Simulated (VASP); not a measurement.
# GaP (I-4m2) in VASP: further runs, part 2 of 3

VASP 6.6.1. Earlier steps stand in the parts before.

## Step 3: Single point, PBEsol

This run uses another cell than the first one, of 19.84 Å³/atom, 1.021 times its volume.

INCAR

```
SYSTEM = GaP
ALGO     = Normal         ! electronic algorithm
EDIFF    = 1E-6           ! SCF threshold, eV
ENCUT    = 500            ! plane-wave cutoff, eV
GGA      = PS             ! functional
GGA_COMPAT= .FALSE.      
ISIF     = 2              ! what is computed and relaxed
ISMEAR   = -1             ! smearing method
LASPH    = .TRUE.         ! aspherical terms in the spheres
LCHARG   = .FALSE.        ! write CHGCAR
LREAL    = .FALSE.        ! projectors in reciprocal space
LWAVE    = .FALSE.        ! write WAVECAR
NBANDS   = 16             ! bands
NELM     = 120            ! most SCF steps
PREC     = Accurate       ! precision mode
SIGMA    = 0.05           ! smearing width, eV
```

KPOINTS

```
k-points
0
G
  7 7 7
  0 0 0
```

POSCAR

```
GaP
1.0
    0.0000000000      2.6979975000      2.7252500000
    2.6979975000      0.0000000000      2.7252500000
    2.6979975000      2.6979975000      0.0000000000
Ga P
1 1
Direct
    0.0000000000      0.0000000000      0.0000000000
    0.7500000000      0.7500000000      0.7500000000
```

Potentials or basis: VASP PAW PBE potentials, release 64 (Ga_d, P).

Started as:

```sh
$ cat potpaw_PBE.64/Ga_d/POTCAR potpaw_PBE.64/P/POTCAR > POTCAR
$ mpirun -np 1 vasp_std > vasp.out
```

OUTCAR:

```text
SYSTEM = GaP
   EDIFF = 1E-6
   ENCUT = 500
   GGA = PS
   ISIF = 2
   ISMEAR = -1
   LASPH = .TRUE.
   LREAL = .FALSE.
   NELM = 120
   PREC = Accurate

 ion  position               nearest neighbor table
   1  0.000  0.000  0.000-   2 2.34   2 2.34   2 2.34   2 2.34
   2  0.750  0.750  0.750-   1 2.34   1 2.34   1 2.34   1 2.34

  LATTYP: Found a body centered tetragonal cell.
 ALAT       =     3.8155446557
 C/A-ratio  =     1.4284985479

  Lattice vectors:

 A1 = (  -2.6979975000,   0.0000000000,   2.7252500000)
 A2 = (   2.6979975000,   0.0000000000,   2.7252500000)
 A3 = (   0.0000000000,   2.6979975000,  -2.7252500000)

Analysis of symmetry for initial positions (statically):
=====================================================================
 Subroutine PRICEL returns:
 Original cell was already a primitive cell.

 Routine SETGRP: Setting up the symmetry group for a
 body centered tetragonal supercell.

 Subroutine GETGRP returns: Found  8 space group operations
 (whereof  8 operations were pure point group operations)
 out of a pool of 16 trial point group operations.

The static configuration has the point symmetry D_2d.

Analysis of symmetry for dynamics (positions and initial velocities):
=====================================================================
 Subroutine PRICEL returns:
 Original cell was already a primitive cell.

 Routine SETGRP: Setting up the symmetry group for a
 body centered tetragonal supercell.

 Subroutine GETGRP returns: Found  8 space group operations
 (whereof  8 operations were pure point group operations)
 out of a pool of 16 trial point group operations.

The dynamic configuration has the point symmetry D_2d.

 Subroutine INISYM returns: Found  8 space group operations
 (whereof  8 operations are pure point group operations),
 and found     1 'primitive' translations

----------------------------------------------------------------------------------------

                                     Primitive cell

  volume of cell :      39.6752

[... 102 lines left out ...]
   EFERMI =   0.00;   METHOD = LEGACY
   ISMEAR =    -1;   SIGMA  =   0.05  broadening in eV -4-tet -1-fermi 0-gaus
   EFERMI_NEDOS =   21; number of points for ismear=-14 and -15
   IALGO  =     38    algorithm
   IMIX   =      4    mixing-type and parameters
     AMIX     =   0.40;   BMIX     =  1.00
     AMIX_MAG =   1.60;   BMIX_MAG =  1.00
  volume/ion in A,a.u.               =      19.84       133.87
  Fermi-wavevector in a.u.,A,eV,Ry     =   1.257938  2.377158 21.529963  1.582408
  Thomas-Fermi vector in A             =   2.391572
   LORBIT       =      0    0 simple, 1 ext, 2 COOP (PROOUT), +10 PAW based schemes
   GGA     = PS    functional components
   LHFCALC =     F    Hartree Fock is set to
   AEXX    =    0.0000 exact exchange contribution
   IVDW    =     0    specifies the selected vdW correction
   LEPSILON=     F    determine dielectric tensor
   LRPA    =     F    only Hartree local field effects (RPA)
 non-spin polarized calculation
  energy-cutoff  :      500.00
  volume of cell :       39.68
 maximum number of plane-waves:      1016
   NGX = 13   NGY = 13   NGZ = 13

 number of electron      18.0000006 magnetization

 Free energy of the ion-electron system (eV)
  ---------------------------------------------------
  ext. energy  EPLUGINS =         0.00000000
  ---------------------------------------------------
  free energy    TOTEN  =        -9.91452755 eV

  energy without entropy =       -9.91452753  energy(sigma->0) =       -9.91452754

 E-fermi :   5.4723     XC(G=0): -10.1119

 val. band max:        4.7978323059   @ k =   0.0000   0.0000   0.0000
 cond. band min:       6.1780010371   @ k =   0.4286   0.0000   0.4286
 fundamental gap:      1.3801687312
 Fermi energy:         5.4722912434

 k-point     1 :       0.0000    0.0000    0.0000
  band No.  band energies     occupation
      1      -9.8035      2.00000
      2      -9.8004      2.00000
      3      -9.8004      2.00000
      4      -9.6951      2.00000
      5      -9.6940      2.00000
      6      -7.9000      2.00000
[... 433 lines left out ...]
      3      -9.7518      2.00000
      4      -9.7033      2.00000
      5      -9.6870      2.00000
      6      -5.3924      2.00000
[... 8 lines left out ...]
     15      16.2117      0.00000
     16      17.8941      0.00000

 [... further k-points ...]
[... 5 lines left out ...]
  --------------------------------------------------------------------------------------
  -------------------------------------------------------------------------------------
  Total        0.3305483      0.3305483      0.1398379      0.0000000      0.0000000      0.0000000
  in kB       13.3483018     13.3483018      5.6469760      0.0000000      0.0000000      0.0000000
  external PRESSURE =      10.7811932 kB  Pullay stress =       0.0000000 kB

 VOLUME and BASIS-vectors are now :
 -----------------------------------------------------------------------------
  energy-cutoff  :      500.00
  volume of cell :       39.68
      direct lattice vectors                 reciprocal lattice vectors
     0.000000000  2.697997500  2.725250000    -0.185322633  0.185322633  0.183469406
     2.697997500  0.000000000  2.725250000     0.185322633 -0.185322633  0.183469406
     2.697997500  2.697997500  0.000000000     0.185322633  0.185322633 -0.183469406

 POSITION                                       TOTAL-FORCE (eV/Angst)
 -----------------------------------------------------------------------------------
      0.00000      0.00000      0.00000        -0.000000     -0.000000     -0.000000
      4.04700      4.04700      4.08788         0.000000      0.000000      0.000000
 -----------------------------------------------------------------------------------
    total drift:                               -0.000001     -0.000001     -0.000000

  FREE ENERGIE OF THE ION-ELECTRON SYSTEM (eV)
  ---------------------------------------------------
  free  energy   TOTEN  =        -9.9145275540 eV

  energy  without entropy=       -9.9145275255  energy(sigma->0) =       -9.91452754
```

OSZICAR:

```text
N       E                     dE             d eps       ncg     rms          rms(c)
DAV:   1     0.772482859454E+02    0.77248E+02   -0.86572E+03  1336   0.157E+03
DAV:   2    -0.409951314876E+01   -0.81348E+02   -0.77587E+02  1472   0.303E+02
DAV:   3    -0.101136469120E+02   -0.60141E+01   -0.59963E+01  1632   0.640E+01
DAV:   4    -0.102070913246E+02   -0.93444E-01   -0.93429E-01  1616   0.853E+00
DAV:   5    -0.102088976234E+02   -0.18063E-02   -0.18062E-02  1688   0.103E+00    0.422E+00
DAV:   6    -0.995752677296E+01    0.25137E+00   -0.35438E-01  2024   0.117E+01    0.269E+00
DAV:   7    -0.991713581779E+01    0.40391E-01   -0.85431E-02  1776   0.228E+00    0.100E+00
DAV:   8    -0.991433128803E+01    0.28045E-02   -0.12163E-02  1504   0.129E+00    0.190E-01
DAV:   9    -0.991447945408E+01   -0.14817E-03   -0.10290E-03  1896   0.430E-01    0.640E-02
DAV:  10    -0.991450129750E+01   -0.21843E-04   -0.61040E-05  1928   0.853E-02    0.278E-02
DAV:  11    -0.991452766132E+01   -0.26364E-04   -0.26916E-05  1560   0.521E-02    0.665E-03
DAV:  12    -0.991452755401E+01    0.10731E-06   -0.89786E-07  1240   0.105E-02
   1 F= -.99145276E+01 E0= -.99145275E+01  d E =-.285331E-07
```

It took 31 s on 1 thread of Intel Xeon Platinum 8375C at 2.90GHz (Ice Lake), shared host; peak memory 0.16 GiB.

Results:

```yaml
Free_energy: -9.9145 eV
Pressure: 1.1 GPa
Band_gap_on_the_k_mesh: 1.38 eV, indirect (least direct gap 1.90 eV)
```

Levels at points of the mesh, in eV from the valence-band top:
```
           k point  band 7  band 8  band 9  band 10  band 11  band 12
(0.00, 0.00, 0.00)   -0.06    0.00    0.00     1.90     3.79     3.79
```

Caveat: the PAW data sets were made with another functional, which shifts forces and pressure a little. As with any semilocal functional, this PBEsol gap is likely too small.

(Continued in part 3 of 3.)
